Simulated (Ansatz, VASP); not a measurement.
**Pt3F in VASP and in Ansatz**

```
Pt F
1.0
     2.75314    0.00000    0.00000
     0.00000    2.75314    0.00000
     0.00000    0.00000   20.77173
Pt F
3 1
Direct
  0.50000 0.50000 0.19257
  0.00000 0.00000 0.28338
  0.50000 0.50000 0.37415
  0.50000 0.50000 0.47477
```

Alike in both runs: task single point; functional LDA; k mesh 10 × 10 × 1; occupations gaussian, width 0.1 eV; collinear spin.

|  | VASP | Ansatz |
| --- | --- | --- |
| version | VASP 6.6.1 | Ansatz 0.2.0 |
| potentials or method | VASP PAW LDA potentials, release 64 (Pt, F), cutoff 520 eV | scalar-relativistic, plane waves, PAW |
| valence electrons in the cell | 37 | 61 |

|  | VASP | Ansatz | Ansatz less VASP |
| --- | --- | --- | --- |
| gap on the k mesh at the Fermi level (eV) | none | none | - |
| rms of the force components (eV/Å) | 1.334 | 1.370 | +0.0364 |
| net moment per atom (μB) | 0.00 | 0.00 | 0.000 |
| work function, face that differs most (eV) | 9.93 | 9.90 | -0.028 |

Ansatz warns that its potentials were made for another functional, while VASP's fit it. LDA's correlation is that of Perdew and Zunger in VASP and of Perdew and Wang (1992) in Ansatz. Atom by atom the forces differ by 0.040 eV/Å (rms over components). A gap of «none» marks a metal or a gap that the smearing closes. VASP's potentials hold 37 valence electrons a cell and Ansatz's 61, so a difference there can come from the potentials and not from the codes. Ansatz's warnings: seeded moment not kept.

Neither program's run includes spin-orbit coupling.
